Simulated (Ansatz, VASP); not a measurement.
MgC8: VASP beside Ansatz

```
Mg C
1.0
     6.33596    0.00000    0.00000
    -3.16798    5.48711    0.00000
     0.00000    0.00000    6.06755
Mg C
1 8
Direct
  0.00000 0.00000 0.50000
  0.60373 0.00000 0.50000
  0.00000 0.60373 0.50000
  0.39627 0.39627 0.50000
  0.39627 0.00000 0.50000
  0.00000 0.39627 0.50000
  0.60373 0.60373 0.50000
  0.33333 0.66667 0.50000
  0.66667 0.33333 0.50000
```

Alike in both runs: functional PBE; k mesh 6 × 6 × 8; occupations gaussian, width 0.01 eV; no spin polarisation.

Ansatz relaxed the structure, and its values are those at the end. VASP's run is a single point on that final structure, the one shown.

|  | VASP | Ansatz |
| --- | --- | --- |
| version | VASP 6.6.1 | Ansatz 0.2.0 |
| potentials or method | VASP PAW PBE potentials, release 64 (Mg, C), cutoff 520 eV | scalar-relativistic, plane waves, PAW |
| valence electrons in the cell | 34 | 42 |

```csv
,VASP,Ansatz,Ansatz less VASP
gap on the k mesh at the Fermi level (eV),none,none,-
pressure (GPa),0.1,0.0,-0.08
rms of the force components (eV/Å),0.052,0.001,-0.0510
```

A gap of «none» marks a metal or a gap that the smearing closes. VASP's potentials hold 34 valence electrons a cell and Ansatz's 42, so a difference there can come from the potentials and not from the codes. Ansatz's warnings: xc potential rough in thin density.
